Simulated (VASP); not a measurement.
Wanted: the native input for a VASP 6.6.1 run.

- Task: single point
- Functional: PBEsol
- Potentials or basis: VASP PAW PBE potentials, release 64 (Li_sv, F)
- Cutoff: 520 eV
- k mesh: 9 × 9 × 6
- Occupations: gaussian, width 0.05 eV
- Spin: no spin polarisation
- Dipole correction: no
- Further INCAR settings: ALGO = Normal; EDIFF = 1e-06; NBANDS = 18

The structure of LiF lies in POSCAR:

```
LiF
1.0
    3.1833774102      0.0000000000      0.0000000000
   -1.5916887051      2.7568857071      0.0000000000
    0.0000000000      0.0000000000      5.1919105356
Li F
2 2
Direct
    0.3333333333      0.6666666667      0.3811542600
    0.6666666667      0.3333333333      0.8811542600
    0.3333333333      0.6666666667      0.9938437400
    0.6666666667      0.3333333333      0.4938437400
```

This cell differs from its parent crystal: strain +0.040 along x and y, +0.080 along z.

These files were run (other wordings do the same):

INCAR

```
SYSTEM = LiF
PREC = Accurate ; ENCUT = 520
EDIFF = 1E-6 ; ISMEAR = 0
SIGMA = 0.05 ; LREAL = .FALSE.
LASPH = .TRUE. ; NELM = 100
ALGO = Normal ; ISIF = 2
LWAVE = .FALSE. ; LCHARG = .FALSE.
GGA = PS ; NBANDS = 18
```

KPOINTS

```
regular mesh
0
G
  9 9 6
  0 0 0
```

Potentials or basis: VASP PAW PBE potentials, release 64 (Li_sv, F).

Launch:

```bash
$ cat potpaw_PBE.64/Li_sv/POTCAR potpaw_PBE.64/F/POTCAR > POTCAR
$ mpirun -np 1 vasp_std > vasp.out
```

It gave:

```yaml
Largest_force: 0.066 eV/Å
Band_gap_on_the_k_mesh: 7.02 eV, direct
```

Caveat: the cell differs from its parent crystal (strain +0.040 along x and y, +0.080 along z); the PAW data sets were made with another functional, which shifts forces and pressure a little.

Wall time 11 s on 1 thread of Intel(R) Xeon(R) 6975P-C (Granite Rapids), on a shared host, peak memory 0.16 GiB.
